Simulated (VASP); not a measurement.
# ZrTaS3 (Pm-3m) in VASP: single point with PBE

Aim: the single point of ZrTaS3 with PBE.

Everything below comes from runs of VASP 6.6.1. Logs are shortened: lines on timing, memory, paths and dates and some standing lists are left out, and cuts for length are marked.

### Step 1. The cell of the first run

It takes space group Pm-3m (No. 221, cubic). The conventional cell has a = 4.734 Å, b = 4.734 Å, c = 4.734 Å, α = 90.00°, β = 90.00°, γ = 90.00°. Zr (site symmetry m-3m) has 12 S at 3.35 Å and 8 Ta at 4.10 Å within 4.4 Å. Ta (site symmetry m-3m) has 6 S at 2.37 Å within 3.1 Å. S (site symmetry 4/mmm) has 2 Ta at 2.37 Å within 3.1 Å.

### Step 2. Single point, PBE, collinear spin

Input file POSCAR:

```
ZrTaS3
1.0
    4.7337170329      0.0000000000      0.0000000000
    0.0000000000      4.7337170329      0.0000000000
    0.0000000000      0.0000000000      4.7337170329
Zr Ta S
1 1 3
Direct
    0.0000000000      0.0000000000      0.0000000000
    0.5000000000      0.5000000000      0.5000000000
    0.5000000000      0.5000000000      0.0000000000
    0.0000000000      0.5000000000      0.5000000000
    0.5000000000      0.0000000000      0.5000000000
```

Input file INCAR.step1:

```
SYSTEM = ZrTaS3
PREC = Accurate ; ENCUT = 520
EDIFF = 1E-7 ; ISMEAR = 0
SIGMA = 0.1 ; LREAL = .FALSE.
LASPH = .TRUE. ; NELM = 150
ALGO = Normal ; ISIF = 2
LWAVE = .FALSE. ; LCHARG = .TRUE.
ISPIN = 2 ; MAGMOM = 1.42 0 0 0 0
LMAXMIX = 4 ; GGA = PE
NBANDS = 32
```

Input file KPOINTS.step1:

```
regular mesh
0
G
  8 8 8
  0 0 0
```

Input file INCAR.step2:

```
SYSTEM = ZrTaS3
PREC = Accurate ; ENCUT = 520
EDIFF = 1E-7 ; ISMEAR = -5
SIGMA = 0.1 ; LREAL = .FALSE.
LASPH = .TRUE. ; NELM = 150
ALGO = Normal ; ISIF = 2
LWAVE = .FALSE. ; LCHARG = .FALSE.
ISPIN = 2 ; MAGMOM = 1.42 0 0 0 0
LORBIT = 11 ; LMAXMIX = 4
GGA = PE ; NBANDS = 32
NEDOS = 2001 ; ICHARG = 11
```

Input file KPOINTS.step2:

```
regular mesh
0
G
  12 12 12
  0 0 0
```

Potentials or basis: VASP PAW PBE potentials, release 64 (Zr_sv, Ta_pv, S).

Started as:

```
> cat potpaw_PBE.64/Zr_sv/POTCAR potpaw_PBE.64/Ta_pv/POTCAR potpaw_PBE.64/S/POTCAR > POTCAR
> cp INCAR.step1 INCAR
> cp KPOINTS.step1 KPOINTS
> mpirun -np 1 vasp_std > vasp.out
> cp INCAR.step2 INCAR
> cp KPOINTS.step2 KPOINTS
> mpirun -np 1 vasp_std > vasp.out
```

OUTCAR:

```text
SYSTEM = ZrTaS3
   PREC = Accurate
   ENCUT = 520
   EDIFF = 1E-7
   ISMEAR = -5
   LREAL = .FALSE.
   LASPH = .TRUE.
   NELM = 150
   ISIF = 2
   ISPIN = 2
   LORBIT = 11
   GGA = PE
   ICHARG = 11

 ion  position               nearest neighbor table
   1  0.000  0.000  0.000-
   2  0.500  0.500  0.500-   3 2.37   4 2.37   5 2.37   3 2.37   5 2.37   4 2.37
   3  0.500  0.500  0.000-   2 2.37   2 2.37
   4  0.000  0.500  0.500-   2 2.37   2 2.37
   5  0.500  0.000  0.500-   2 2.37   2 2.37

  LATTYP: Found a simple cubic cell.
 ALAT       =     4.7337170329

  Lattice vectors:

 A1 = (   4.7337170329,   0.0000000000,   0.0000000000)
 A2 = (   0.0000000000,   4.7337170329,   0.0000000000)
 A3 = (   0.0000000000,   0.0000000000,   4.7337170329)

Analysis of symmetry for initial positions (statically):
=====================================================================
 Subroutine PRICEL returns:
 Original cell was already a primitive cell.

 Routine SETGRP: Setting up the symmetry group for a
 simple cubic supercell.

 Subroutine GETGRP returns: Found 48 space group operations
 (whereof 48 operations were pure point group operations)
 out of a pool of 48 trial point group operations.

The static configuration has the point symmetry O_h .

Analysis of symmetry for dynamics (positions and initial velocities):
=====================================================================
 Subroutine PRICEL returns:
 Original cell was already a primitive cell.

 Routine SETGRP: Setting up the symmetry group for a
 simple cubic supercell.

 Subroutine GETGRP returns: Found 48 space group operations
 (whereof 48 operations were pure point group operations)
 out of a pool of 48 trial point group operations.

The dynamic configuration has the point symmetry O_h .

Analysis of structural, dynamic, and magnetic symmetry:
=====================================================================
 Subroutine PRICEL returns:
 Original cell was already a primitive cell.

 Routine SETGRP: Setting up the symmetry group for a
 simple cubic supercell.

 Subroutine GETGRP returns: Found 48 space group operations
 (whereof 48 operations were pure point group operations)
 out of a pool of 48 trial point group operations.

The overall configuration has the point symmetry O_h .

 Subroutine INISYM returns: Found 48 space group operations
[... 133 lines left out ...]
   IVDW    =     0    specifies the selected vdW correction
   LEPSILON=     F    determine dielectric tensor
   LRPA    =     F    only Hartree local field effects (RPA)
 spin polarized calculation
 Fermi weights with tetrahedron method with Bloechl corrections
  energy-cutoff  :      520.00
  volume of cell :      106.07
 maximum number of plane-waves:      2897
 NGX is ok and might be reduce to    36

 number of electron      41.0000011 magnetization       1.7597071

 Free energy of the ion-electron system (eV)
  ---------------------------------------------------
  ext. energy  EPLUGINS =         0.00000000
  ---------------------------------------------------
  free energy    TOTEN  =       -34.19068308 eV

  energy without entropy =      -34.19068308  energy(sigma->0) =      -34.19068308

 E-fermi :   6.7413     XC(G=0): -10.2618

 val. band max:        6.7804249129   @ k =   0.4167   0.2500   0.1667
 cond. band min:       6.6594343769   @ k =   0.2500   0.0000   0.0000
 fundamental gap:     -0.1209905360
 Fermi energy:         6.7413443995

 spin component 1

 k-point     1 :       0.0000    0.0000    0.0000
  band No.  band energies     occupation
      1     -44.2749      1.00000
      2     -29.0333      1.00000
      3     -29.0333      1.00000
      4     -29.0333      1.00000
      5     -22.2994      1.00000
      6     -22.2994      1.00000
[... 829 lines left out ...]
     31      11.3147      0.00000
     32      12.0793      0.00000

 [... further k-points ...]

 spin component 2

 k-point     1 :       0.0000    0.0000    0.0000
  band No.  band energies     occupation
      1     -43.5156      1.00000
      2     -28.9641      1.00000
      3     -28.9641      1.00000
      4     -28.9641      1.00000
      5     -21.4017      1.00000
      6     -21.4017      1.00000
[... 829 lines left out ...]
     31      11.8426      0.00000
     32      12.5912      0.00000

 [... further k-points ...]

------------------------ aborting loop because EDIFF is reached ----------------------------------------

  FORCE on cell =-STRESS in cart. coord.  units (eV):
  Direction    XX          YY          ZZ          XY          YZ          ZX
  --------------------------------------------------------------------------------------
  -------------------------------------------------------------------------------------
  Total        0.0774895      0.0774895      0.0774895     -0.0000000     -0.0000000      0.0000000
  in kB        1.1704326      1.1704326      1.1704326     -0.0000000     -0.0000000      0.0000000
  external PRESSURE =       1.1704326 kB  Pullay stress =       0.0000000 kB

 VOLUME and BASIS-vectors are now :
 -----------------------------------------------------------------------------
  energy-cutoff  :      520.00
  volume of cell :      106.07
      direct lattice vectors                 reciprocal lattice vectors
     4.733717033  0.000000000  0.000000000     0.211250481  0.000000000  0.000000000
     0.000000000  4.733717033  0.000000000     0.000000000  0.211250481  0.000000000
     0.000000000  0.000000000  4.733717033     0.000000000  0.000000000  0.211250481

 POSITION                                       TOTAL-FORCE (eV/Angst)
 -----------------------------------------------------------------------------------
      0.00000      0.00000      0.00000         0.000000      0.000000      0.000000
      2.36686      2.36686      2.36686         0.000000      0.000000      0.000000
      2.36686      2.36686      0.00000         0.000000      0.000000      0.000000
      0.00000      2.36686      2.36686         0.000000      0.000000      0.000000
      2.36686      0.00000      2.36686         0.000000      0.000000      0.000000
 -----------------------------------------------------------------------------------
    total drift:                                0.000000      0.000000      0.000000

  FREE ENERGIE OF THE ION-ELECTRON SYSTEM (eV)
  ---------------------------------------------------
  free  energy   TOTEN  =       -34.1906830848 eV

  energy  without entropy=      -34.1906830848  energy(sigma->0) =      -34.19068308

 total charge

# of ion       s       p       d       tot
------------------------------------------
    1        2.066   5.897   1.545   9.508
    2        0.312   6.235   2.407   8.954
    3        1.339   2.425   0.000   3.763
    4        1.339   2.425   0.000   3.763
    5        1.339   2.425   0.000   3.763
--------------------------------------------------
tot          6.394  19.406   3.951  29.752

 magnetization (x)

# of ion       s       p       d       tot
------------------------------------------
    1        0.027   0.006   1.122   1.154
    2        0.003   0.002   0.078   0.083
    3        0.002  -0.041   0.000  -0.039
    4        0.002  -0.041   0.000  -0.039
    5        0.002  -0.041   0.000  -0.039
--------------------------------------------------
tot          0.037  -0.117   1.200   1.120
```

OUTCAR.step1:

```text
SYSTEM = ZrTaS3
   PREC = Accurate
   ENCUT = 520
   EDIFF = 1E-7
   ISMEAR = 0
   LREAL = .FALSE.
[... 1935 lines left out ...]
      2.36686      2.36686      0.00000         0.000000      0.000000      0.000000
      0.00000      2.36686      2.36686         0.000000      0.000000      0.000000
      2.36686      0.00000      2.36686         0.000000      0.000000      0.000000
 -----------------------------------------------------------------------------------
    total drift:                                0.000000      0.000000      0.000000

  FREE ENERGIE OF THE ION-ELECTRON SYSTEM (eV)
  ---------------------------------------------------
  free  energy   TOTEN  =       -34.1871998816 eV

  energy  without entropy=      -34.1616501447  energy(sigma->0) =      -34.17442501
```

Run time: 4.5 min. Hardware: 1 thread of AMD EPYC 9R45 (Zen 5), shared host; peak memory 0.52 GiB.

Results:

* Net moment: 1.76 μB per cell
* Site moments: Zr +1.15; Ta +0.08; S -0.04 μB
* Valence electrons inside the program's atomic spheres: Zr 9.51; Ta 8.95; S 3.76

Caveat: spin-orbit coupling is left out, which moves the levels of the heavy elements; tetrahedron occupations give inexact forces and stress in metals.
